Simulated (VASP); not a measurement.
The system is KAgCl2.

```
CELL_PARAMETERS angstrom
2.00214 1.15594 6.67169
-2.00214 1.15594 6.67169
0.00000 -2.31187 6.67169
ATOMIC_POSITIONS crystal
K 0.00000 0.00000 0.00000
Ag 0.50000 0.50000 0.50000
Cl 0.23955 0.23955 0.23955
Cl 0.76045 0.76045 0.76045
```

This cell differs from its parent crystal: biaxial xy strain -4.6%.

Base run:

```yaml
Program: VASP 6.6.1
Functional: PBE
Potentials_or_basis: VASP PAW PBE potentials, release 64 (K_sv, Ag, Cl)
Cutoff: 520 eV
k_mesh: 8 × 8 × 8
Occupations: fermi-dirac, width 0.02 eV
Spin: no spin polarisation
```

Its results: band gap on the k mesh 2.75 eV (least direct gap 2.89 eV); pressure 5.0 GPa; largest force 0.008 eV/Å.

**Question.** The run is repeated on the same cell with these changes: functional from PBE to r2SCAN; occupations from fermi-dirac, width 0.02 eV to gaussian, width 0.01 eV. What comes out?

**Answer.** Band gap on the k mesh 3.27 eV (least direct gap 3.41 eV); pressure 3.8 GPa; largest force 0.010 eV/Å.

Caveats: the cell stands under pressure; the PAW data sets were made with another functional, which shifts forces and pressure a little (at least some runs).

A k mesh can miss the band edges.
